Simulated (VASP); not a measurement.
Write the native input for VASP 6.6.1 that does the following.

```yaml
Task: single point
Functional: LDA
Potentials_or_basis: VASP PAW LDA potentials, release 64 (Pb_d)
Cutoff: 520 eV
k_mesh: 13 × 13 × 13
Occupations: fermi-dirac, width 0.1 eV
Spin: no spin polarisation
Dipole_correction: no
Further_INCAR_settings: ALGO = Normal; EDIFF = 1e-06; NBANDS = 21
```

The structure of Pb lies in POSCAR:

```
Pb
1.0
    0.0000000000      3.4136764852      3.4136764852
    3.4136764852      0.0000000000      3.4136764852
    3.4136764852      3.4136764852      0.0000000000
Pb
2
Direct
    0.1250000000      0.1250000000      0.1250000000
    0.8750000000      0.8750000000      0.8750000000
```

These files were run (other wordings do the same):

INCAR

```
PREC = Accurate
ENCUT = 520
EDIFF = 1E-6
ISMEAR = -1
SIGMA = 0.1
LREAL = False
LASPH = True
NELM = 60
ALGO = Normal
ISIF = 2
LWAVE = False
LCHARG = False
GGA = CA
NBANDS = 21
```

KPOINTS

```
Automatic mesh
0
Gamma
  13 13 13
```

Potentials or basis: VASP PAW LDA potentials, release 64 (Pb_d).

Command:

```bash
$ cat potpaw_LDA.64/Pb_d/POTCAR > POTCAR
$ mpirun -np 1 vasp_std > vasp.out
```

It gave:

| Property | Result |
| --- | --- |
| Pressure | 0.0 GPa |
| Band gap on the k mesh | zero (band 14 reaches 4.66 eV, above the bottom of band 15 at 3.49 eV) |

Caveat: spin-orbit coupling is left out, which moves the levels of the heavy elements.

Wall time 56 s on 1 thread of AMD EPYC 9R45 96-Core Processor (Zen 5), with other jobs on the host, peak memory 0.21 GiB.
